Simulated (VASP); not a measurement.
Input of a VASP 6.6.1 run:

The input INCAR:

```
PREC = Accurate ; ENCUT = 520
EDIFF = 1E-6 ; ISMEAR = 0
SIGMA = 0.15 ; LREAL = False
LASPH = True ; NELM = 80
ALGO = Normal ; ISIF = 2
LWAVE = False ; LCHARG = False
GGA = CA ; NBANDS = 13
```

The input KPOINTS:

```
regular mesh
0
Gamma
  20 20 20
```

The input POSCAR:

```
Mo
1.0
   -1.5842307019      1.5842307019      1.4985903031
    1.5842307019     -1.5842307019      1.4985903031
    1.5842307019      1.5842307019     -1.4985903031
Mo
1
Direct
    0.0000000000      0.0000000000      0.0000000000
```

Potentials or basis: VASP PAW LDA potentials, release 64 (Mo_sv).

The run is started by

```bash
$ cat potpaw_LDA.64/Mo_sv/POTCAR > POTCAR
$ mpirun -np 1 vasp_std > vasp.out
```

Task: What does it give for the band gap on the k mesh?

Result: Zero (bands 7 and 8 overlap by 5.55 eV).

Task: Estimate the pressure.

Result: 2.0 GPa.

Stress tensor (GPa, compression positive):
```
-4.39  0.00  0.00
 0.00 -4.39  0.00
 0.00  0.00 14.65
```

Caveat: the cell differs from its parent crystal (strain +e along x and -e along y +0.0000, strain +e along z and -e/2 along x and y -0.0367).
